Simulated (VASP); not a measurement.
Wanted: the native input for a VASP 6.6.1 run.

| Property | Result |
| --- | --- |
| Task | single point |
| Functional | r2SCAN |
| Potentials or basis | VASP PAW PBE potentials, release 64 (As) |
| Cutoff | 550 eV |
| k mesh | 17 × 17 × 17 |
| Occupations | fermi-dirac, width 0.1 eV |
| Spin | no spin polarisation |
| Dipole correction | no |
| Further INCAR settings | ALGO = Normal; EDIFF = 1e-06; NBANDS = 12 |

As:

```
As
1.0
     1.79432    1.03595    5.06253
    -1.79432    1.03595    5.06253
     0.00000   -2.07190    5.06253
As
2
Direct
  0.78844 0.78844 0.78844
  0.21156 0.21156 0.21156
```

The input as run:

POSCAR

```
As
1.0
    1.7943161387      1.0359489057      5.0625250313
   -1.7943161387      1.0359489057      5.0625250313
    0.0000000000     -2.0718978114      5.0625250313
As
2
Direct
    0.7884381481      0.7884381481      0.7884381481
    0.2115618519      0.2115618519      0.2115618519
```

INCAR.step1

```
SYSTEM = As
PREC = Accurate ; ENCUT = 550
ISMEAR = -1 ; SIGMA = 0.1
LREAL = .False. ; LASPH = .True.
NELM = 120 ; NBANDS = 12
GGA = PE ; ALGO = Normal
EDIFF = 1E-5 ; LWAVE = .True.
LCHARG = .False. ; GGA_COMPAT = .False.
```

INCAR.step2

```
SYSTEM = As
PREC = Accurate ; ENCUT = 550
EDIFF = 1E-6 ; ISMEAR = -1
SIGMA = 0.1 ; LREAL = .False.
LASPH = .True. ; NELM = 120
ALGO = Normal ; ISIF = 2
LWAVE = .False. ; LCHARG = .False.
METAGGA = R2SCAN ; LMIXTAU = .True.
NBANDS = 12 ; ISTART = 1
GGA_COMPAT = .False.
```

KPOINTS

```
Automatic mesh
0
Gamma
  17 17 17
  0 0 0
```

Potentials or basis: VASP PAW PBE potentials, release 64 (As).

Launch:

```bash
$ cat potpaw_PBE.64/As/POTCAR > POTCAR
$ cp INCAR.step1 INCAR
$ mpirun -np 1 vasp_std > vasp.out
$ cp INCAR.step2 INCAR
$ mpirun -np 1 vasp_std > vasp.out
```

It gave:

```
Pressure      : 0.2 GPa
Largest force : 0.079 eV/Å
```

Caveat: the PAW data sets were made with another functional, which shifts forces and pressure a little.

Run time: 52 min on 1 thread of Oxide Virtual Turin-like Processor, with other jobs on the host, peak memory 0.47 GiB.
